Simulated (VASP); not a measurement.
A run of VASP 6.6.1 is set up as follows.

File INCAR:

```
SYSTEM = P
PREC     = Accurate       ! precision mode
ENCUT    = 520            ! plane-wave cutoff, eV
EDIFF    = 1E-6           ! SCF threshold, eV
ISMEAR   = 0              ! smearing method
SIGMA    = 0.05           ! smearing width, eV
LREAL    = .False.        ! projectors in reciprocal space
LASPH    = .True.         ! aspherical terms in the spheres
NELM     = 100            ! most SCF steps
ALGO     = Normal         ! electronic algorithm
ISIF     = 2              ! what is computed and relaxed
LWAVE    = .False.        ! write WAVECAR
LCHARG   = .True.         ! write CHGCAR
GGA      = CA             ! functional
LELF     = .True.         ! ELF
LVHAR    = .True.       
NBANDS   = 18             ! bands
```

The input KPOINTS:

```
Automatic mesh
0
Gamma
  8 1 6
  0 0 0
```

Contents of POSCAR:

```
P
1.0
    3.2837277200      0.0000000000      0.0000000000
    0.0000000000     34.8570309900      0.0000000000
    0.0000000000      0.0000000000      4.6320847100
P
4
Direct
    0.0682229727      0.9702614300      0.5490749315
    0.0000000000      0.0297385700      0.4078492800
    0.5000000000      0.0297385700      0.0921507200
    0.5000000000      0.9702614300      0.9078492800
```

Potentials or basis: VASP PAW LDA potentials, release 64 (P).

Run with:

```bash
$ cat potpaw_LDA.64/P/POTCAR > POTCAR
$ mpirun -np 1 vasp_std > vasp.out
```

(1) What does it give for the largest force?

(2) Predict the band gap on the k mesh.

## Answers

(1) 2.124 eV/Å.

(2) 0.71 eV (least direct gap 1.11 eV).

Caveat: the cell differs from its parent crystal (atom 1 (P) moved -0.300 Å towards its neighbour atom 4 (P) at 2.199 Å); there is no dipole correction, which matters where the two faces differ.
